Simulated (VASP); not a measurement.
A run of VASP 6.6.1 is set up as follows.

The input INCAR:

```
SYSTEM = Sb
PREC     = Accurate       ! precision mode
ENCUT    = 520            ! plane-wave cutoff, eV
EDIFF    = 1E-6           ! SCF threshold, eV
ISMEAR   = 0              ! smearing method
SIGMA    = 0.1            ! smearing width, eV
LREAL    = .False.        ! projectors in reciprocal space
LASPH    = .True.         ! aspherical terms in the spheres
NELM     = 60             ! most SCF steps
ALGO     = Normal         ! electronic algorithm
ISIF     = 2              ! what is computed and relaxed
LWAVE    = .False.        ! write WAVECAR
LCHARG   = .False.        ! write CHGCAR
GGA      = PE             ! functional
NBANDS   = 8              ! bands
```

Contents of KPOINTS:

```
Automatic mesh
0
Gamma
  16 16 16
  0 0 0
```

Contents of POSCAR:

```
Sb
1.0
    0.0000000000      2.4109845463      2.4109845463
    2.4109845463      0.0000000000      2.4109845463
    2.4109845463      2.4109845463      0.0000000000
Sb
1
Direct
    0.0000000000      0.0000000000      0.0000000000
```

Potentials or basis: VASP PAW PBE potentials, release 64 (Sb).

Command:

```sh
$ cat potpaw_PBE.64/Sb/POTCAR > POTCAR
$ mpirun -np 1 vasp_std > vasp.out
```

Question: Estimate the pressure.

Answer: -1.2 GPa.

Caveat: the cell differs from its parent crystal (strained).
